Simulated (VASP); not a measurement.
Set up this calculation in VASP 6.6.1, as the native input.

```yaml
Task: single point
Functional: PBEsol
Potentials_or_basis: VASP PAW PBE potentials, release 64 (Li_sv, Pb_d)
Cutoff: 520 eV
k_mesh: 7 × 7 × 7
Occupations: gaussian, width 0.3 eV
Spin: no spin polarisation
Dipole_correction: no
Further_INCAR_settings: ALGO = Normal; EDIFF = 1e-07; NBANDS = 20
```

The structure of Li3Pb lies in POSCAR:

```
Li3Pb
1.0
   -2.3357430000      2.3357430000      3.3442920000
    2.3357430000     -2.3357430000      3.3442920000
    2.3357430000      2.3357430000     -3.3442920000
Li Pb
3 1
Direct
    0.7500000000      0.2500000000      0.5000000000
    0.2500000000      0.7500000000      0.5000000000
    0.5000000000      0.5000000000      0.0000000000
    0.0000000000      0.0000000000      0.0000000000
```

These files were run (other wordings do the same):

INCAR

```
SYSTEM = Li3Pb
PREC = Accurate ; ENCUT = 520
EDIFF = 1E-7 ; ISMEAR = 0
SIGMA = 0.3 ; LREAL = .FALSE.
LASPH = .TRUE. ; NELM = 100
ALGO = Normal ; ISIF = 2
LWAVE = .FALSE. ; LCHARG = .FALSE.
GGA = PS ; NBANDS = 20
```

KPOINTS

```
regular mesh
0
G
  7 7 7
  0 0 0
```

Potentials or basis: VASP PAW PBE potentials, release 64 (Li_sv, Pb_d).

Launch:

```sh
$ cat potpaw_PBE.64/Li_sv/POTCAR potpaw_PBE.64/Pb_d/POTCAR > POTCAR
$ mpirun -np 1 vasp_std > vasp.out
```

Run time: 52 s on 1 thread of AMD EPYC 7R43 64-Core Processor (Zen 3), on a shared host, peak memory 0.19 GiB.
